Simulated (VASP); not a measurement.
# TiAu: single point with LDA

Crystal: TiAu.

```
Ti Au
1.0
     3.32226    0.00000    0.00000
     0.00000    3.32226    0.00000
     0.00000    0.00000    6.10292
Ti Au
2 2
Direct
  0.00000 0.50000 0.86450
  0.50000 0.00000 0.13550
  0.00000 0.50000 0.36035
  0.50000 0.00000 0.63965
```

```
Program                : VASP 6.6.1
Task                   : single point
Functional             : LDA
Potentials or basis    : VASP PAW LDA potentials, release 64 (Ti_sv, Au)
Cutoff                 : 520 eV
k mesh                 : 3 × 3 × 2
Occupations            : fermi-dirac, width 0.1 eV
Spin                   : no spin polarisation
Dipole correction      : no
Further INCAR settings : ALGO = Normal; EDIFF = 1e-07; NBANDS = 31
```

```yaml
Pressure: -7.2 GPa
Largest_force: 0.268 eV/Å
Band_gap_on_the_k_mesh: zero (band 23 reaches 9.87 eV, above the bottom of band 24 at 9.02 eV)
```

Forces in eV/Å, atoms in the order of the input:
```
Ti   0.000  0.000  0.004
Ti   0.000  0.000 -0.004
Au   0.000  0.000  0.268
Au   0.000  0.000 -0.268
```

Stress tensor (GPa, compression positive):
```
-6.68  0.00  0.00
 0.00 -6.68  0.00
 0.00  0.00 -8.39
```

Levels at points of the mesh, in eV from the Fermi level:
```tsv
k point	band 20	band 21	band 22	band 23	band 24	band 25
(0.00, 0.00, 0.00)	-3.94	-2.29	-1.03	0.37	0.37	1.16
(0.00, 0.00, 0.50)	-3.99	-1.51	-0.83	0.53	0.53	1.12
```

It took 13 s on 1 thread of Intel(R) Xeon(R) Platinum 8375C CPU @ 2.90GHz (Ice Lake), with other jobs on the host, peak memory 0.16 GiB.

Caveat: the k points lie up to 0.63 Å⁻¹ apart; spin-orbit coupling is left out, which moves the levels of the heavy elements.
